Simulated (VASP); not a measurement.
# Si (P6_3/mmc) in VASP: notebook

Runs on Si. Level: PBEsol. Tasks: single point, relaxation of cell and atoms.

All numbers are computed with VASP 6.6.1; they aren't measurements. Logs are shortened: lines on timing, memory, paths and dates and some standing lists are left out, and cuts for length are marked.

## Step 1: The cell of the first run

The structure is hexagonal, space group P6_3/mmc (No. 194). Conventional cell: a = 2.444 Å, b = 2.444 Å, c = 4.152 Å, α = 90.00°, β = 90.00°, γ = 120.00°. Si (site symmetry -6m2) has 12 Si at 2.44 to 2.51 Å within 3.2 Å.

This isn't the form of Si at room conditions, which is diamond.

## Step 2: Single point, PBEsol

File INCAR:

```
  PREC = Accurate
  ENCUT = 500
  EDIFF = 1E-6
  ISMEAR = 0
  SIGMA = 0.1
  LREAL = F
  LASPH = T
  NELM = 120
  ALGO = Normal
  ISIF = 2
  LWAVE = F
  LCHARG = F
  GGA = PS
  NBANDS = 11
  GGA_COMPAT = F
```

File KPOINTS:

```
Automatic mesh
0
Gamma
  9 9 4
```

File POSCAR:

```
Si
1.0
    2.4440000000      0.0000000000      0.0000000000
   -1.2220000000      2.1165660900      0.0000000000
    0.0000000000      0.0000000000      4.1520000000
Si
2
Direct
    0.3333333300      0.6666666700      0.2500000000
    0.6666666700      0.3333333300      0.7500000000
```

Potentials or basis: VASP PAW PBE potentials, release 64 (Si).

Started as:

```console
$ cat potpaw_PBE.64/Si/POTCAR > POTCAR
$ mpirun -np 1 vasp_std > vasp.out
```

OUTCAR:

```text
PREC = Accurate
   ENCUT = 500
   EDIFF = 1E-6
   ISMEAR = 0
   LREAL = F
   LASPH = T
   NELM = 120
   ISIF = 2
   GGA = PS

 ion  position               nearest neighbor table
   1  0.333  0.667  0.250-   2 2.51   2 2.51   2 2.51   2 2.51   2 2.51   2 2.51
   2  0.667  0.333  0.750-   1 2.51   1 2.51   1 2.51   1 2.51   1 2.51   1 2.51

  LATTYP: Found a hexagonal cell.
 ALAT       =     2.4440000000
 C/A-ratio  =     1.6988543372

  Lattice vectors:

 A1 = (   2.4440000000,   0.0000000000,   0.0000000000)
 A2 = (  -1.2220000000,   2.1165660900,   0.0000000000)
 A3 = (   0.0000000000,   0.0000000000,   4.1520000000)

Analysis of symmetry for initial positions (statically):
=====================================================================
 Subroutine PRICEL returns:
 Original cell was already a primitive cell.

 Routine SETGRP: Setting up the symmetry group for a
 hexagonal supercell.

 Subroutine GETGRP returns: Found 24 space group operations
 (whereof 12 operations were pure point group operations)
 out of a pool of 24 trial point group operations.

The static configuration has the point symmetry D_3d.
 The point group associated with its full space group is D_6h.

Analysis of symmetry for dynamics (positions and initial velocities):
=====================================================================
 Subroutine PRICEL returns:
 Original cell was already a primitive cell.

 Routine SETGRP: Setting up the symmetry group for a
 hexagonal supercell.

 Subroutine GETGRP returns: Found 24 space group operations
 (whereof 12 operations were pure point group operations)
 out of a pool of 24 trial point group operations.

The dynamic configuration has the point symmetry D_3d.
 The point group associated with its full space group is D_6h.

 Subroutine INISYM returns: Found 24 space group operations
 (whereof 12 operations are pure point group operations),
 and found     1 'primitive' translations

----------------------------------------------------------------------------------------

                                     Primitive cell

  volume of cell :      21.4778

  direct lattice vectors                    reciprocal lattice vectors
     2.444000000  0.000000000  0.000000000     0.409165303  0.236231697  0.000000000
    -1.222000000  2.116566090  0.000000000     0.000000000  0.472463395  0.000000000
     0.000000000  0.000000000  4.152000000     0.000000000  0.000000000  0.240847784

  length of vectors
     2.444000000  2.444000003  4.152000000     0.472463395  0.472463395  0.240847784

  position of ions in fractional coordinates (direct lattice)
     0.333333330  0.666666670  0.250000000
     0.666666670  0.333333330  0.750000000

  ion indices of the primitive-cell ions
   primitive index   ion index
                 1           1
                 2           2

----------------------------------------------------------------------------------------

 KPOINTS: Automatic mesh

Automatic generation of k-mesh.
 Grid dimensions read from file:
 generate k-points for:    9    9    4

 Generating k-lattice:

  Cartesian coordinates                     Fractional coordinates (reciprocal lattice)
     0.045462811  0.026247966  0.000000000     0.111111111  0.000000000  0.000000000
     0.000000000  0.052495933  0.000000000     0.000000000  0.111111111  0.000000000
     0.000000000  0.000000000  0.060211946     0.000000000  0.000000000  0.250000000

  Length of vectors
     0.052495933  0.052495933  0.060211946

  Shift w.r.t. Gamma in fractional coordinates (k-lattice)
     0.000000000  0.000000000  0.000000000

 Subroutine IBZKPT returns following result:
 ===========================================

 Found     36 irreducible k-points:

 Following reciprocal coordinates:
            Coordinates               Weight
  0.000000  0.000000  0.000000      1.000000
  0.111111  0.000000  0.000000      6.000000
  0.222222  0.000000  0.000000      6.000000
  0.333333  0.000000  0.000000      6.000000
  0.444444  0.000000  0.000000      6.000000
  0.111111  0.111111  0.000000      6.000000
[... 16 lines left out ...]
  0.333333  0.222222  0.250000     24.000000
  0.333333  0.333333  0.250000      4.000000
 [... further k-points ...]
   k-points           NKPTS =     36   k-points in BZ     NKDIM =     36   number of bands    NBANDS=     11
   number of dos      NEDOS =    301   number of ions     NIONS =      2
   total plane-waves  NPLWV =   9720
   dimension x,y,z NGX =    18 NGY =   18 NGZ =   30
   dimension x,y,z NGXF=    36 NGYF=   36 NGZF=   60
   ions per type =               2
   NGX,Y,Z   is equivalent  to a cutoff of  12.24, 12.24, 12.01 a.u.
   NGXF,Y,Z  is equivalent  to a cutoff of  24.49, 24.49, 24.02 a.u.
 SYSTEM =  unknown system
   PREC   = accura    normal or accurate (medium, high low for compatibility)
   ISTART =      0    job   : 0-new  1-cont  2-samecut
   ICHARG =      2    charge: 1-file 2-atom 10-const
   ISPIN  =      1    spin polarized calculation?
   LNONCOLLINEAR =      F non collinear calculations
   LSORBIT =      F    spin-orbit coupling
   LASPH  =      T    aspherical Exc in radial PAW
   ENCUT  =  500.0 eV  36.75 Ry    6.06 a.u.   4.46  4.46  7.57*2*pi/ulx,y,z
   NELM   =    120;   NELMIN=  2; NELMDL= -5     # of ELM steps
   EDIFF  = 0.1E-05   stopping-criterion for ELM
   LREAL  =      F    real-space projection
   EDIFFG = 0.1E-04   stopping-criterion for IOM
   NSW    =      0    number of steps for IOM
   IBRION =     -1    ionic relax: 0-MD 1-quasi-New 2-CG
   NFREE  =      0    steps in history (QN), initial steepest desc. (CG)
   ISIF   =      2    stress and relaxation
   ISYM   =      2    0-nonsym 1-usesym 2-fastsym
   POTIM  = 0.5000    time-step for ionic-motion
   TEBEG  =    0.0;   TEEND  =   0.0 temperature during run
   PSTRESS=    0.0 pullay stress
   NELECT =       8.0000    total number of electrons
   NUPDOWN=      -1.0000    fix difference up-down
   EMIN   =  10.00;   EMAX   =-10.00  energy-range for DOS
   EFERMI =   0.00;   METHOD = LEGACY
   ISMEAR =     0;   SIGMA  =   0.10  broadening in eV -4-tet -1-fermi 0-gaus
   EFERMI_NEDOS =   21; number of points for ismear=-14 and -15
   IALGO  =     38    algorithm
   IMIX   =      4    mixing-type and parameters
     AMIX     =   0.40;   BMIX     =  1.00
     AMIX_MAG =   1.60;   BMIX_MAG =  1.00
  volume/ion in A,a.u.               =      10.74        72.47
  Fermi-wavevector in a.u.,A,eV,Ry     =   1.177899  2.225906 18.877348  1.387446
  Thomas-Fermi vector in A             =   2.314237
   LORBIT       =      0    0 simple, 1 ext, 2 COOP (PROOUT), +10 PAW based schemes
   GGA     = PS    functional components
   LHFCALC =     F    Hartree Fock is set to
   AEXX    =    0.0000 exact exchange contribution
   IVDW    =     0    specifies the selected vdW correction
   LEPSILON=     F    determine dielectric tensor
   LRPA    =     F    only Hartree local field effects (RPA)
 non-spin polarized calculation
 Gauss-broadening in eV      SIGMA  =   0.10
  energy-cutoff  :      500.00
  volume of cell :       21.48
 maximum number of plane-waves:       568
 NGX is ok and might be reduce to    18
   NGX =  9   NGY =  9   NGZ = 15

 number of electron       8.0000000 magnetization

 Free energy of the ion-electron system (eV)
  ---------------------------------------------------
  ext. energy  EPLUGINS =         0.00000000
  ---------------------------------------------------
  free energy    TOTEN  =       -10.06486517 eV

  energy without entropy =      -10.05918406  energy(sigma->0) =      -10.06202461

 E-fermi :  14.5877     XC(G=0): -12.4824

 val. band max:       14.5431060325   @ k =   0.2222   0.2222   0.5000
 cond. band min:      14.6179864105   @ k =   0.3333   0.1111   0.2500
 fundamental gap:      0.0748803781
 Fermi energy:        14.5877467827

 k-point     1 :       0.0000    0.0000    0.0000
  band No.  band energies     occupation
      1      -2.9551      2.00000
      2       5.2510      2.00000
      3       5.3030      2.00000
      4      25.9765      0.00000
      5      25.9765      0.00000
      6      26.3524      0.00000
      7      26.3748      0.00000
      8      26.3748      0.00000
      9      28.4875      0.00000
     10      30.8142      0.00000
     11      31.8730      0.00000

 k-point     2 :       0.1111    0.0000    0.0000
  band No.  band energies     occupation
      1      -2.5554      2.00000
      2       5.6246      2.00000
      3       5.6880      2.00000
      4      21.1837      0.00000
      5      23.4805      0.00000
      6      25.1232      0.00000
      7      27.2082      0.00000
      8      28.1388      0.00000
      9      29.1815      0.00000
     10      29.3260      0.00000
     11      29.5871      0.00000

 k-point     3 :       0.2222    0.0000    0.0000
  band No.  band energies     occupation
      1      -1.3624      2.00000
      2       6.7452      2.00000
      3       6.8200      2.00000
      4      15.9045      0.00000
      5      21.4732      0.00000
      6      22.3430      0.00000
      7      23.5184      0.00000
      8      24.3730      0.00000
      9      28.0403      0.00000
     10      29.0042      0.00000
     11      29.0994      0.00000

 k-point     4 :       0.3333    0.0000    0.0000
  band No.  band energies     occupation
      1       0.6061      2.00000
      2       8.4970      2.00000
      3       8.6088      2.00000
      4      11.3294      2.00000
      5      18.4675      0.00000
      6      18.7900      0.00000
      7      20.1392      0.00000
      8      22.6648      0.00000
      9      26.8955      0.00000
     10      27.6172      0.00000
     11      28.9062      0.00000
[... 239 lines left out ...]
 k-point    22 :       0.2222    0.2222    0.2500
  band No.  band energies     occupation
      1       2.2855      2.00000
      2       6.2845      2.00000
      3      12.3337      2.00000
      4      12.4859      2.00000
      5      14.2653      1.99999
      6      16.5990      0.00000
      7      17.2569      0.00000
      8      23.7225      0.00000
      9      24.5704      0.00000
     10      26.4650      0.00000
     11      32.0068      0.00000

 k-point    23 :       0.3333    0.2222    0.2500
  band No.  band energies     occupation
      1       4.9602      2.00000
      2       8.0198      2.00000
      3       9.3092      2.00000
      4      11.5575      2.00000
      5      12.7636      2.00000
      6      15.5091      0.00000
      7      17.6492      0.00000
      8      20.5402      0.00000
      9      23.5872      0.00000
     10      28.4907      0.00000
     11      30.8279      0.00000

 k-point    24 :       0.3333    0.3333    0.2500
  band No.  band energies     occupation
      1       7.8136      2.00000
      2       7.8136      2.00000
      3       8.1061      2.00000
      4      11.9504      2.00000
      5      12.3272      2.00000
      6      12.3272      2.00000
      7      20.0792      0.00000
      8      20.0792      0.00000
      9      20.3632      0.00000
     10      31.0215      0.00000
     11      31.0216      0.00000

 [... further k-points ...]
[... 5 lines left out ...]
  --------------------------------------------------------------------------------------
  -------------------------------------------------------------------------------------
  Total        7.2250549      7.2250550      4.7863353      0.0000000      0.0000000      0.0000000
  in kB      538.9659829    538.9659845    357.0453030      0.0000000      0.0000000      0.0000000
  external PRESSURE =     478.3257568 kB  Pullay stress =       0.0000000 kB

 VOLUME and BASIS-vectors are now :
 -----------------------------------------------------------------------------
  energy-cutoff  :      500.00
  volume of cell :       21.48
      direct lattice vectors                 reciprocal lattice vectors
     2.444000000  0.000000000  0.000000000     0.409165303  0.236231697  0.000000000
    -1.222000000  2.116566090  0.000000000     0.000000000  0.472463395  0.000000000
     0.000000000  0.000000000  4.152000000     0.000000000  0.000000000  0.240847784

 POSITION                                       TOTAL-FORCE (eV/Angst)
 -----------------------------------------------------------------------------------
     -0.00000      1.41104      1.03800        -0.000000      0.000000      0.000000
      1.22200      0.70552      3.11400         0.000000     -0.000000      0.000000
 -----------------------------------------------------------------------------------
    total drift:                               -0.000000      0.000000     -0.000000

  FREE ENERGIE OF THE ION-ELECTRON SYSTEM (eV)
  ---------------------------------------------------
  free  energy   TOTEN  =       -10.0648651707 eV

  energy  without entropy=      -10.0591840593  energy(sigma->0) =      -10.06202461
```

Run time: 5.7 s. Hardware: 1 thread of Intel Xeon Platinum 8488C (Sapphire Rapids), shared host; peak memory 0.12 GiB.

Results:

* Free energy: -10.0649 eV
* Pressure: 47.8 GPa
* Band gap on the k mesh: zero (bands 4 and 5 overlap by 15.29 eV)

Caveat: the k points lie up to 0.38 Å⁻¹ apart, too coarse for converged energies and pressures of a metal; the PAW data sets were made with another functional, which shifts forces and pressure a little.

## Step 3: Single point, PBEsol

This run uses another cell than the first one, of 13.94 Å³/atom.

File INCAR:

```
SYSTEM = Si
PREC     = Accurate       ! precision mode
ENCUT    = 500            ! plane-wave cutoff, eV
EDIFF    = 1E-6           ! SCF threshold, eV
ISMEAR   = 0              ! smearing method
SIGMA    = 0.1            ! smearing width, eV
LREAL    = .FALSE.        ! projectors in reciprocal space
LASPH    = .TRUE.         ! aspherical terms in the spheres
NELM     = 120            ! most SCF steps
ALGO     = Normal         ! electronic algorithm
ISIF     = 2              ! what is computed and relaxed
LWAVE    = .FALSE.        ! write WAVECAR
LCHARG   = .FALSE.        ! write CHGCAR
GGA      = PS             ! functional
NBANDS   = 11             ! bands
GGA_COMPAT= .FALSE.
```

File KPOINTS:

```
Automatic mesh
0
G
  9 9 6
  0 0 0
```

File POSCAR:

```
Si
1.0
    2.6699681476      0.0000000000      0.0000000000
   -1.3349840738      2.3122602431      0.0000000000
    0.0000000000      0.0000000000      4.5174044162
Si
2
Direct
    0.3333333333      0.6666666667      0.2500000000
    0.6666666667      0.3333333333      0.7500000000
```

Potentials or basis: VASP PAW PBE potentials, release 64 (Si).

Started as:

```console
$ cat potpaw_PBE.64/Si/POTCAR > POTCAR
$ mpirun -np 1 vasp_std > vasp.out
```

It took 6 s on 1 thread of Intel Xeon Platinum 8488C (Sapphire Rapids), shared host; peak memory 0.13 GiB.

It converged, with:

```yaml
Free_energy: -10.7879 eV
Pressure: 0.3 GPa
Band_gap_on_the_k_mesh: zero (bands 4 and 5 overlap by 12.75 eV)
```

Stress tensor (GPa, compression positive):
```
0.39 0.00 0.00
0.00 0.39 0.00
0.00 0.00 0.24
```

Levels at points of the mesh, in eV from the Fermi level:
| k point | band 2 | band 3 | band 4 | band 5 | band 6 | band 7 |
| --- | --- | --- | --- | --- | --- | --- |
| (0.00, 0.00, 0.00) | -8.25 | -7.39 | 8.99 | 8.99 | 10.26 | 10.26 |
| (0.00, 0.00, 0.50) | -13.07 | 0.59 | 0.59 | 10.35 | 10.35 | 10.35 |

Caveat: the PAW data sets were made with another functional, which shifts forces and pressure a little.

## Step 4: Relaxation of cell and atoms, PBEsol

File INCAR:

```
SYSTEM = Si
PREC     = Accurate       ! precision mode
ENCUT    = 500            ! plane-wave cutoff, eV
EDIFF    = 1E-7           ! SCF threshold, eV
ISMEAR   = 0              ! smearing method
SIGMA    = 0.1            ! smearing width, eV
LREAL    = .False.        ! projectors in reciprocal space
LASPH    = .True.         ! aspherical terms in the spheres
NELM     = 120            ! most SCF steps
ALGO     = Normal         ! electronic algorithm
ISIF     = 3              ! what is computed and relaxed
LWAVE    = .False.        ! write WAVECAR
LCHARG   = .False.        ! write CHGCAR
GGA      = PS             ! functional
IBRION   = 2              ! ionic algorithm
NSW      = 100            ! ionic steps
EDIFFG   = -0.05          ! ionic threshold
GGA_COMPAT= .False.      
NELMIN   = 4
```

File KPOINTS:

```
regular mesh
0
Gamma
  9 9 6
  0 0 0
```

File POSCAR:

```
Si
1.0
    2.4440000000      0.0000000000      0.0000000000
   -1.2220000000      2.1165660900      0.0000000000
    0.0000000000      0.0000000000      4.1520000000
Si
2
Direct
    0.3333333300      0.6666666700      0.2500000000
    0.6666666700      0.3333333300      0.7500000000
```

Started as:

```console
$ cat potpaw_PBE.64/Si/POTCAR > POTCAR
$ mpirun -np 1 vasp_std > vasp.out
```

Wall time 20 s (1 thread of Intel Xeon Platinum 8488C (Sapphire Rapids), shared host); peak memory 0.12 GiB.

Results (log left out):

| Quantity | Value |
| --- | --- |
| Free energy | -10.7872 eV |
| Relaxed volume | 14.01 Å³/atom |
| Relaxed cell | a = 2.675 Å, b = 2.675 Å, c = 4.523 Å, α = 90.00°, β = 90.00°, γ = 120.00° |
| Space group after relaxing (to 0.1 Å) | P6_3/mmc (No. 194) |
| Energy gained by relaxing | 365.5 meV/atom |
| Ionic steps | 6 |
| Pressure after relaxing | -0.1 GPa |
| Band gap on the k mesh | zero (bands 4 and 5 overlap by 12.68 eV) |

The path:
| step | energy change (eV) | largest force (eV/Å) | pressure (GPa) | volume (Å³) |
| --- | --- | --- | --- | --- |
| 1 | 0.0000 | 0.0000 | 46.11 | 21.48 |
| 2 | -0.5447 | 0.0000 | -11.06 | 32.58 |
| 3 | -0.7296 | 0.0000 | 0.58 | 27.83 |
| 4 | -0.7298 | 0.0000 | 0.00 | 27.99 |
| 5 | -0.7308 | 0.0000 | -0.19 | 28.04 |
| 6 | -0.7310 | 0.0000 | -0.13 | 28.02 |

Final structure:
```
Si
1.0
     2.67485    0.00000    0.00000
    -1.33742    2.31648    0.00000
     0.00000    0.00000    4.52278
Si
2
Cartesian
  0.0000 1.5443 1.1307
  1.3374 0.7722 3.3921
```

Levels at points of the mesh, in eV from the Fermi level:
```
           k point  band 1  band 2  band 3  band 4  band 5  band 6  band 7  band 8
(0.00, 0.00, 0.00)  -14.79   -8.23   -7.35    8.94    8.94   10.23   10.23   10.72
(0.00, 0.00, 0.50)  -13.02  -13.02    0.60    0.60   10.29   10.29   10.29   10.29
```

Caveat: the volume moved by over 15 % at a fixed basis, so the end points are rough; the PAW data sets were made with another functional, which shifts forces and pressure a little. Zero-point motion and thermal expansion aren't in these numbers.

## Step 5: Single point, PBEsol

This run uses another cell than the first one, of 13.97 Å³/atom.

File INCAR:

```
PREC = Accurate ; ENCUT = 500
EDIFF = 1E-6 ; ISMEAR = 0
SIGMA = 0.1 ; LREAL = F
LASPH = T ; NELM = 120
ALGO = Normal ; ISIF = 2
LWAVE = F ; LCHARG = F
GGA = PS ; NBANDS = 11
GGA_COMPAT = F
```

File KPOINTS:

```
regular mesh
0
Gamma
  18 18 10
```

File POSCAR:

```
Si
1.0
    2.6629499968      0.0000000000      0.0000000000
   -1.3314749984      2.3061823463      0.0000000000
    0.0000000000      0.0000000000      4.5510372790
Si
2
Direct
    0.3333333333      0.6666666667      0.2500000000
    0.6666666667      0.3333333333      0.7500000000
```

Started as:

```console
$ cat potpaw_PBE.64/Si/POTCAR > POTCAR
$ mpirun -np 1 vasp_std > vasp.out
```

Run time: 31 s. Hardware: 1 thread of Intel Xeon Platinum 8488C (Sapphire Rapids), shared host; peak memory 0.17 GiB.

Results (log left out):

```yaml
Free_energy: -10.7505 eV
Pressure: 0.1 GPa
Band_gap_on_the_k_mesh: zero (bands 4 and 5 overlap by 12.91 eV)
```

Levels at points of the mesh, in eV from the Fermi level:
```tsv
k point	band 1	band 2	band 3	band 4	band 5	band 6	band 7	band 8	band 9
(0.00, 0.00, 0.00)	-14.77	-8.34	-7.37	9.20	9.20	10.44	10.44	10.50	10.84
(0.50, 0.00, 0.00)	-8.31	-7.77	-1.99	-1.62	-1.53	-0.09	3.88	6.04	8.89
(0.00, 0.00, 0.50)	-13.03	-13.03	0.44	0.44	10.53	10.53	10.53	10.53	12.16
(0.50, 0.00, 0.50)	-6.63	-6.63	-6.06	-6.06	5.38	5.38	5.73	5.73	6.78
```

Caveat: the PAW data sets were made with another functional, which shifts forces and pressure a little.

(Continued in part 2 of 2.)

The gap in the log of VASP goes by the Fermi energy; the results here count the filled bands.